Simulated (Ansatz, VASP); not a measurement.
Pt in VASP and in Ansatz

The input INCAR:

```
SYSTEM = Pt
  ALGO = Normal
  EDIFF = 1E-7
  ENCUT = 520
  ISIF = 2
  ISMEAR = -1
  LASPH = .TRUE.
  LCHARG = .TRUE.
  LELF = .TRUE.
  LREAL = .FALSE.
  LVHAR = .TRUE.
  LWAVE = .FALSE.
  NBANDS = 17
  NELM = 100
  PREC = Accurate
  SIGMA = 0.1
```

File KPOINTS:

```
k-points
0
G
  12 12 12
  0 0 0
```

File POSCAR:

```
Pt
1.0
    0.0000000000      2.3140976832      2.3140976832
    2.3140976832      0.0000000000      2.3140976832
    2.3140976832      2.3140976832      0.0000000000
Pt
2
Direct
   -0.1250000000     -0.1250000000     -0.1250000000
    0.1250000000      0.1250000000      0.1250000000
```

Input for Ansatz:

```yaml
crystal:
  lattice:
    - [0.0, 2.3140976832, 2.3140976832]
    - [2.3140976832, 0.0, 2.3140976832]
    - [2.3140976832, 2.3140976832, 0.0]
  atoms:
    - { symbol: Pt, position: [-0.125, -0.125, -0.125] }
    - { symbol: Pt, position: [0.125, 0.125, 0.125] }
kpoints:
  mp_grid: { grid: [12, 12, 12] }
  band_path:
    path:
      - [0.0, 0.0, 0.0]
      - [0.5, 0.0, 0.5]
      - [0.625, 0.25, 0.625]
      - [0.375, 0.375, 0.75]
      - [0.0, 0.0, 0.0]
      - [0.5, 0.5, 0.5]
      - [0.5, 0.25, 0.75]
      - [0.5, 0.0, 0.5]
    npoints: 8
scf:
  occupations: { method: fermi_dirac, width: 0.1 }
hamiltonian:
  xc: lda
  pseudopotentials: { kind: all_electron, lapw: { basis_error: 0.001 } }
output:
  forces: true
  stress: true
  eigenvalues: true
  populations: true
  dos: { projected: true, de: 0.2, e_range: [-14, 8] }
```

Change from the starting cell: volume scaled by 0.55, LAPW.

Alike in both runs: task single point; functional LDA; k mesh 12 × 12 × 12; occupations fermi-dirac, width 0.1 eV; no spin polarisation.

|  | VASP | Ansatz |
| --- | --- | --- |
| version | VASP 6.6.1 | Ansatz 0.2.0 |
| potentials or method | VASP PAW LDA potentials, release 64 (Pt), cutoff 520 eV | all-electron LAPW, scalar-relativistic |

```csv
,VASP,Ansatz,Ansatz less VASP
pressure (GPa),349.8,386.1,+36.32
```

LDA's correlation is that of Perdew and Zunger in VASP and of Perdew and Wang (1992) in Ansatz. The pressures are high and differ by over a tenth, so treat them with care. Ansatz ran all-electron here, and VASP with PAW potentials.

Neither program's run includes spin-orbit coupling. Noted on VASP's run: the cell as given lies far from equilibrium.
